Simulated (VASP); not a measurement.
# Ti (Fd-3m) in VASP: further runs

Runs on Ti. Level: r2SCAN. Tasks: single point, relaxation of cell and atoms.

Program: VASP 6.6.1. These are calculated values, not measurements. Logs are shortened: lines on timing, memory, paths and dates and some standing lists are left out, and cuts for length are marked.

## 1. The cell of the first run

It takes space group Fd-3m (No. 227, cubic). Conventional cell: a = 5.549 Å, b = 5.549 Å, c = 5.549 Å, α = 90.00°, β = 90.00°, γ = 90.00°. Within 3.2 Å of Ti (site symmetry -43m) lie 4 Ti at 2.40 Å.

This isn't the form of Ti at room conditions, which is hcp.

## 2. Single point, r2SCAN

POSCAR reads:

```
Ti
1.0
    0.0000000000      2.7745101384      2.7745101384
    2.7745101384      0.0000000000      2.7745101384
    2.7745101384      2.7745101384      0.0000000000
Ti
2
Direct
    1.0000000000      1.0000000000      1.0000000000
    0.2500000000      0.2500000000      0.2500000000
```

INCAR.step1 reads:

```
PREC = Accurate
ENCUT = 550
ISMEAR = -1
SIGMA = 0.05
LREAL = False
LASPH = True
NELM = 120
NBANDS = 19
GGA = PE
ALGO = Normal
EDIFF = 1E-5
LWAVE = True
LCHARG = False
GGA_COMPAT = False
```

INCAR.step2 reads:

```
PREC = Accurate
ENCUT = 550
EDIFF = 1E-6
ISMEAR = -1
SIGMA = 0.05
LREAL = False
LASPH = True
NELM = 120
ALGO = Normal
ISIF = 2
LWAVE = False
LCHARG = False
METAGGA = R2SCAN
LMIXTAU = True
NBANDS = 19
ISTART = 1
GGA_COMPAT = False
```

KPOINTS reads:

```
Automatic mesh
0
Gamma
  14 14 14
```

Potentials or basis: VASP PAW PBE potentials, release 64 (Ti_sv).

Run with:

```bash
cat potpaw_PBE.64/Ti_sv/POTCAR > POTCAR
cp INCAR.step1 INCAR
mpirun -np 1 vasp_std > vasp.out
cp INCAR.step2 INCAR
mpirun -np 1 vasp_std > vasp.out
```

OUTCAR:

```text
PREC = Accurate
   ENCUT = 550
   EDIFF = 1E-6
   ISMEAR = -1
   LREAL = False
   LASPH = True
   NELM = 120
   ISIF = 2
   METAGGA = R2SCAN
   ISTART = 1

 ion  position               nearest neighbor table
   1  0.000  0.000  0.000-   2 2.40   2 2.40   2 2.40   2 2.40
   2  0.250  0.250  0.250-   1 2.40   1 2.40   1 2.40   1 2.40

  LATTYP: Found a face centered cubic cell.
 ALAT       =     5.5490202768

  Lattice vectors:

 A1 = (   0.0000000000,   2.7745101384,   2.7745101384)
 A2 = (   2.7745101384,   0.0000000000,   2.7745101384)
 A3 = (   2.7745101384,   2.7745101384,   0.0000000000)

Analysis of symmetry for initial positions (statically):
=====================================================================
 Subroutine PRICEL returns:
 Original cell was already a primitive cell.

 Routine SETGRP: Setting up the symmetry group for a
 face centered cubic supercell.

 Subroutine GETGRP returns: Found 48 space group operations
 (whereof 24 operations were pure point group operations)
 out of a pool of 48 trial point group operations.

The static configuration has the point symmetry T_d .
 The point group associated with its full space group is O_h .

Analysis of symmetry for dynamics (positions and initial velocities):
=====================================================================
 Subroutine PRICEL returns:
 Original cell was already a primitive cell.

 Routine SETGRP: Setting up the symmetry group for a
 face centered cubic supercell.

 Subroutine GETGRP returns: Found 48 space group operations
 (whereof 24 operations were pure point group operations)
 out of a pool of 48 trial point group operations.

The dynamic configuration has the point symmetry T_d .
 The point group associated with its full space group is O_h .

 Subroutine INISYM returns: Found 48 space group operations
 (whereof 24 operations are pure point group operations),
 and found     1 'primitive' translations

----------------------------------------------------------------------------------------

                                     Primitive cell

  volume of cell :      42.7158

  direct lattice vectors                    reciprocal lattice vectors
     0.000000000  2.774510138  2.774510138    -0.180211992  0.180211992  0.180211992
     2.774510138  0.000000000  2.774510138     0.180211992 -0.180211992  0.180211992
     2.774510138  2.774510138  0.000000000     0.180211992  0.180211992 -0.180211992

  length of vectors
     3.923749867  3.923749867  3.923749867     0.312136327  0.312136327  0.312136327

  position of ions in fractional coordinates (direct lattice)
     0.000000000  0.000000000  0.000000000
     0.250000000  0.250000000  0.250000000

  ion indices of the primitive-cell ions
   primitive index   ion index
                 1           1
                 2           2

----------------------------------------------------------------------------------------

 KPOINTS: Automatic mesh

Automatic generation of k-mesh.
 Grid dimensions read from file:
 generate k-points for:   14   14   14

 Generating k-lattice:

  Cartesian coordinates                     Fractional coordinates (reciprocal lattice)
    -0.012872285  0.012872285  0.012872285     0.071428571  0.000000000  0.000000000
     0.012872285 -0.012872285  0.012872285     0.000000000  0.071428571  0.000000000
     0.012872285  0.012872285 -0.012872285     0.000000000  0.000000000  0.071428571

  Length of vectors
     0.022295452  0.022295452  0.022295452

  Shift w.r.t. Gamma in fractional coordinates (k-lattice)
     0.000000000  0.000000000  0.000000000

 Subroutine IBZKPT returns following result:
 ===========================================

 Found    104 irreducible k-points:

 Following reciprocal coordinates:
            Coordinates               Weight
  0.000000  0.000000  0.000000      1.000000
  0.071429  0.000000  0.000000      8.000000
  0.142857  0.000000  0.000000      8.000000
  0.214286  0.000000  0.000000      8.000000
  0.285714  0.000000  0.000000      8.000000
  0.357143  0.000000  0.000000      8.000000
[... 16 lines left out ...]
  0.214286  0.142857  0.000000     24.000000
  0.285714  0.142857  0.000000     24.000000
 [... further k-points ...]
   k-points           NKPTS =    104   k-points in BZ     NKDIM =    104   number of bands    NBANDS=     19
   number of dos      NEDOS =    301   number of ions     NIONS =      2
   total plane-waves  NPLWV =  27000
   dimension x,y,z NGX =    30 NGY =   30 NGZ =   30
   dimension x,y,z NGXF=    60 NGYF=   60 NGZF=   60
   ions per type =               2
   NGX,Y,Z   is equivalent  to a cutoff of  12.71, 12.71, 12.71 a.u.
   NGXF,Y,Z  is equivalent  to a cutoff of  25.42, 25.42, 25.42 a.u.
 SYSTEM =  unknown system
   PREC   = accura    normal or accurate (medium, high low for compatibility)
   ISTART =      1    job   : 0-new  1-cont  2-samecut
   ICHARG =      0    charge: 1-file 2-atom 10-const
   ISPIN  =      1    spin polarized calculation?
   LNONCOLLINEAR =      F non collinear calculations
   LSORBIT =      F    spin-orbit coupling
   LASPH  =      T    aspherical Exc in radial PAW
   ENCUT  =  550.0 eV  40.42 Ry    6.36 a.u.   7.50  7.50  7.50*2*pi/ulx,y,z
   NELM   =    120;   NELMIN=  2; NELMDL=  0     # of ELM steps
   EDIFF  = 0.1E-05   stopping-criterion for ELM
   LREAL  =      F    real-space projection
   EDIFFG = 0.1E-04   stopping-criterion for IOM
   NSW    =      0    number of steps for IOM
   IBRION =     -1    ionic relax: 0-MD 1-quasi-New 2-CG
   NFREE  =      0    steps in history (QN), initial steepest desc. (CG)
   ISIF   =      2    stress and relaxation
   ISYM   =      2    0-nonsym 1-usesym 2-fastsym
   POTIM  = 0.5000    time-step for ionic-motion
   TEBEG  =    0.0;   TEEND  =   0.0 temperature during run
   PSTRESS=    0.0 pullay stress
   NELECT =      24.0000    total number of electrons
   NUPDOWN=      -1.0000    fix difference up-down
   EMIN   =  10.00;   EMAX   =-10.00  energy-range for DOS
   EFERMI =   0.00;   METHOD = LEGACY
   ISMEAR =    -1;   SIGMA  =   0.05  broadening in eV -4-tet -1-fermi 0-gaus
   EFERMI_NEDOS =   21; number of points for ismear=-14 and -15
   IALGO  =     38    algorithm
   IMIX   =      4    mixing-type and parameters
     AMIX     =   0.40;   BMIX     =  1.00
     AMIX_MAG =   1.60;   BMIX_MAG =  1.00
  volume/ion in A,a.u.               =      21.36       144.13
  Fermi-wavevector in a.u.,A,eV,Ry     =   1.350876  2.552786 24.828822  1.824867
  Thomas-Fermi vector in A             =   2.478345
   LORBIT       =      0    0 simple, 1 ext, 2 COOP (PROOUT), +10 PAW based schemes
   METAGGA = R2SCAN    functional components
   LHFCALC =     F    Hartree Fock is set to
   AEXX    =    0.0000 exact exchange contribution
   IVDW    =     0    specifies the selected vdW correction
   LEPSILON=     F    determine dielectric tensor
   LRPA    =     F    only Hartree local field effects (RPA)
 non-spin polarized calculation
  energy-cutoff  :      550.00
  volume of cell :       42.72
 maximum number of plane-waves:      1268
   NGX = 15   NGY = 15   NGZ = 15

 number of electron      24.0000002 magnetization

 Free energy of the ion-electron system (eV)
  ---------------------------------------------------
  ext. energy  EPLUGINS =         0.00000000
  ---------------------------------------------------
  free energy    TOTEN  =       -20.74704400 eV

  energy without entropy =      -20.69302672  energy(sigma->0) =      -20.72003536

 E-fermi :   6.0889     XC(G=0): -11.0027

 val. band max:        6.0875703874   @ k =   0.2143   0.1429   0.0714
 cond. band min:       6.0938228288   @ k =   0.2857   0.0000   0.0000
 fundamental gap:      0.0062524414
 Fermi energy:         6.0888686363

 k-point     1 :       0.0000    0.0000    0.0000
  band No.  band energies     occupation
      1     -53.0698      2.00000
      2     -52.4269      2.00000
      3     -28.5236      2.00000
      4     -28.5236      2.00000
      5     -28.5236      2.00000
      6     -27.6474      2.00000
[... 11 lines left out ...]
     18      10.3181      0.00000
     19      10.3181      0.00000

 k-point     2 :       0.0714    0.0000    0.0000
  band No.  band energies     occupation
      1     -53.0639      2.00000
      2     -52.4330      2.00000
      3     -28.5299      2.00000
      4     -28.5299      2.00000
      5     -28.5245      2.00000
      6     -27.6477      2.00000
[... 11 lines left out ...]
     18      10.3139      0.00000
     19      10.3139      0.00000

 k-point     3 :       0.1429    0.0000    0.0000
  band No.  band energies     occupation
      1     -53.0467      2.00000
      2     -52.4510      2.00000
      3     -28.5471      2.00000
      4     -28.5471      2.00000
      5     -28.5271      2.00000
      6     -27.6480      2.00000
[... 11 lines left out ...]
     18      10.2978      0.00000
     19      10.2978      0.00000

 k-point     4 :       0.2143    0.0000    0.0000
  band No.  band energies     occupation
      1     -53.0200      2.00000
      2     -52.4790      2.00000
      3     -28.5708      2.00000
      4     -28.5708      2.00000
      5     -28.5314      2.00000
      6     -27.6477      2.00000
[... 11 lines left out ...]
     18      10.2602      0.00000
     19      10.2602      0.00000

 k-point     5 :       0.2857    0.0000    0.0000
  band No.  band energies     occupation
      1     -52.9866      2.00000
      2     -52.5137      2.00000
      3     -28.5958      2.00000
      4     -28.5958      2.00000
      5     -28.5371      2.00000
      6     -27.6463      2.00000
[... 11 lines left out ...]
     18      10.1894      0.00000
     19      10.1894      0.00000
[... 334 lines left out ...]
      2     -52.4432      2.00000
      3     -28.5514      2.00000
      4     -28.5347      2.00000
      5     -28.5189      2.00000
      6     -27.6546      2.00000
[... 11 lines left out ...]
     18      10.2381      0.00000
     19      10.3666      0.00000

 k-point    22 :       0.1429    0.1429    0.0000
  band No.  band energies     occupation
      1     -53.0386      2.00000
      2     -52.4595      2.00000
      3     -28.5749      2.00000
      4     -28.5749      2.00000
      5     -28.4815      2.00000
      6     -27.6950      2.00000
[... 11 lines left out ...]
     18      10.0457      0.00000
     19      10.4583      0.00000

 k-point    23 :       0.2143    0.1429    0.0000
  band No.  band energies     occupation
      1     -53.0182      2.00000
      2     -52.4808      2.00000
      3     -28.6003      2.00000
      4     -28.5994      2.00000
      5     -28.4634      2.00000
      6     -27.7153      2.00000
[... 11 lines left out ...]
     18       9.9117      0.00000
     19      10.4806      0.00000

 k-point    24 :       0.2857    0.1429    0.0000
  band No.  band energies     occupation
      1     -52.9891      2.00000
      2     -52.5112      2.00000
      3     -28.6305      2.00000
      4     -28.6242      2.00000
      5     -28.4494      2.00000
      6     -27.7307      2.00000
[... 11 lines left out ...]
     18       9.7799      0.00000
     19      10.4689      0.00000

 [... further k-points ...]
[... 5 lines left out ...]
  --------------------------------------------------------------------------------------
  -------------------------------------------------------------------------------------
  Total        0.1198762      0.1198762      0.1198762      0.0000000      0.0000000     -0.0000000
  in kB        4.4962933      4.4962933      4.4962933      0.0000000      0.0000000     -0.0000000
  external PRESSURE =       4.4962933 kB  Pullay stress =       0.0000000 kB

 VOLUME and BASIS-vectors are now :
 -----------------------------------------------------------------------------
  energy-cutoff  :      550.00
  volume of cell :       42.72
      direct lattice vectors                 reciprocal lattice vectors
     0.000000000  2.774510138  2.774510138    -0.180211992  0.180211992  0.180211992
     2.774510138  0.000000000  2.774510138     0.180211992 -0.180211992  0.180211992
     2.774510138  2.774510138  0.000000000     0.180211992  0.180211992 -0.180211992

 POSITION                                       TOTAL-FORCE (eV/Angst)
 -----------------------------------------------------------------------------------
      0.00000      0.00000      0.00000        -0.000000     -0.000000     -0.000000
      1.38726      1.38726      1.38726         0.000000      0.000000      0.000000
 -----------------------------------------------------------------------------------
    total drift:                                0.000000      0.000000      0.000000

  FREE ENERGIE OF THE ION-ELECTRON SYSTEM (eV)
  ---------------------------------------------------
  free  energy   TOTEN  =       -20.7470440046 eV

  energy  without entropy=      -20.6930267177  energy(sigma->0) =      -20.72003536
```

Run time: 4.4 min. Hardware: 1 thread of AMD EPYC 9R45 (Zen 5), shared host; peak memory 0.19 GiB.

Results:

```yaml
Free_energy: -20.7470 eV
Pressure: 0.4 GPa
Band_gap_on_the_k_mesh: zero (bands 12 and 13 overlap by 0.29 eV)
```

Levels at points of the mesh, in eV from the Fermi level:
```tsv
k point	band 10	band 11	band 12	band 13	band 14	band 15
(0.00, 0.00, 0.00)	-0.86	-0.86	-0.16	-0.16	-0.16	1.83
(0.50, 0.00, 0.00)	-1.76	-0.85	-0.85	-0.15	-0.15	0.59
(0.50, 0.50, 0.00)	-2.21	-0.02	-0.02	0.42	0.42	1.56
```

Caveat: the PAW data sets were made with another functional, which shifts forces and pressure a little.

## 3. Relaxation of cell and atoms, r2SCAN

This run uses another cell than the first one, of 22.91 Å³/atom.

POSCAR reads:

```
Ti
1.0
    0.0000000000      2.8400000000      2.8400000000
    2.8400000000      0.0000000000      2.8400000000
    2.8400000000      2.8400000000      0.0000000000
Ti
2
Direct
    1.0000000000      1.0000000000      1.0000000000
    0.2500000000      0.2500000000      0.2500000000
```

INCAR.step1 reads:

```
PREC     = Accurate       # precision mode
ENCUT    = 550            # plane-wave cutoff, eV
ISMEAR   = -1             # smearing method
SIGMA    = 0.05           # smearing width, eV
LREAL    = False          # projectors in reciprocal space
LASPH    = True           # aspherical terms in the spheres
NELM     = 120            # most SCF steps
GGA      = PE             # functional
ALGO     = Normal         # electronic algorithm
EDIFF    = 1E-5           # SCF threshold, eV
LWAVE    = True           # write WAVECAR
LCHARG   = False          # write CHGCAR
GGA_COMPAT= False        
IBRION   = 2              # ionic algorithm
ISIF     = 3              # what is computed and relaxed
EDIFFG   = -0.005         # ionic threshold
NELMIN   = 4            
NSW      = 100            # ionic steps
```

INCAR.step2 reads:

```
PREC     = Accurate       # precision mode
ENCUT    = 550            # plane-wave cutoff, eV
EDIFF    = 1E-7           # SCF threshold, eV
ISMEAR   = -1             # smearing method
SIGMA    = 0.05           # smearing width, eV
LREAL    = False          # projectors in reciprocal space
LASPH    = True           # aspherical terms in the spheres
NELM     = 120            # most SCF steps
ALGO     = Normal         # electronic algorithm
ISIF     = 3              # what is computed and relaxed
LWAVE    = False          # write WAVECAR
LCHARG   = False          # write CHGCAR
METAGGA  = R2SCAN         # meta-GGA
LMIXTAU  = True         
IBRION   = 2              # ionic algorithm
NSW      = 80             # ionic steps
EDIFFG   = -0.03          # ionic threshold
ISTART   = 1            
GGA_COMPAT= False        
NELMIN   = 4
```

KPOINTS is that of step 2.

Potentials or basis: VASP PAW PBE potentials, release 64 (Ti_sv).

Run with:

```bash
cat potpaw_PBE.64/Ti_sv/POTCAR > POTCAR
cp INCAR.step1 INCAR
mpirun -np 1 vasp_std > vasp.out
cp INCAR.step2 INCAR
mpirun -np 1 vasp_std > vasp.out
```

Run time: 13 min. Hardware: 1 thread of AMD EPYC 9R45 (Zen 5), shared host; peak memory 0.21 GiB.

Results (log left out):

```
Free energy                           : -20.7486 eV
Relaxed volume                        : 21.65 Å³/atom
Relaxed cell                          : a = 3.941 Å, b = 3.941 Å, c = 3.941 Å, α = 60.00°, β = 60.00°, γ = 60.00°
Space group after relaxing (to 0.1 Å) : Fd-3m (No. 227)
Energy gained by relaxing             : 6.7 meV/atom
Ionic steps                           : 3
Pressure after relaxing               : 0.0 GPa
Band gap on the k mesh                : zero (bands 12 and 13 overlap by 0.28 eV)
```

Step by step:
| step | energy change (eV) | largest force (eV/Å) | pressure (GPa) | volume (Å³) |
| --- | --- | --- | --- | --- |
| 1 | 0.0000 | 0.0000 | -1.78 | 45.81 |
| 2 | -0.0120 | 0.0000 | -0.57 | 44.15 |
| 3 | -0.0134 | 0.0000 | 0.03 | 43.30 |

Final structure:
```xyz
2
Lattice="0.0000 2.7870 2.7870 2.7870 0.0000 2.7870 2.7870 2.7870 0.0000" Properties=species:S:1:pos:R:3 pbc="T T T"
Ti    0.0000    0.0000    0.0000
Ti    1.3935    1.3935    1.3935
```

Levels at points of the mesh, in eV from the Fermi level:
```tsv
k point	band 10	band 11	band 12	band 13	band 14	band 15
(0.00, 0.00, 0.00)	-0.83	-0.83	-0.16	-0.16	-0.16	1.81
(0.50, 0.00, 0.00)	-1.73	-0.82	-0.82	-0.14	-0.14	0.56
(0.50, 0.50, 0.00)	-2.17	-0.01	-0.01	0.38	0.38	1.55
```

Caveat: the PAW data sets were made with another functional, which shifts forces and pressure a little.
